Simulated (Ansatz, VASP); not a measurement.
# One calculation of SiSn2, two programs

```
Si Sn
1.0
     3.27114    0.00000    0.00000
    -1.63557    2.83289    0.00000
     0.00000    0.00000   15.48868
Si Sn
2 4
Direct
  0.33333 0.66667 0.65804
  0.33333 0.66667 0.34196
  0.66667 0.33333 0.81054
  0.66667 0.33333 0.18946
  0.66667 0.33333 0.50000
  0.33333 0.66667 0.00000
```

Alike in both runs: functional PBE; k mesh 12 × 12 × 4; occupations gaussian, width 0.1 eV; no spin polarisation.

Ansatz relaxed the structure, and its values are those at the end. VASP's run is a single point on that final structure, the one shown.

|  | VASP | Ansatz |
| --- | --- | --- |
| version | VASP 6.6.1 | Ansatz 0.2.0 |
| potentials or method | VASP PAW PBE potentials, release 64 (Si, Sn_d), cutoff 520 eV | scalar-relativistic, plane waves, PAW |
| valence electrons in the cell | 64 | 64 |

```tsv
	VASP	Ansatz	Ansatz less VASP
gap on the k mesh at the Fermi level (eV)	none	none	-
pressure (GPa)	0.0	0.0	+0.04
```

A gap of «none» marks a metal or a gap that the smearing closes.
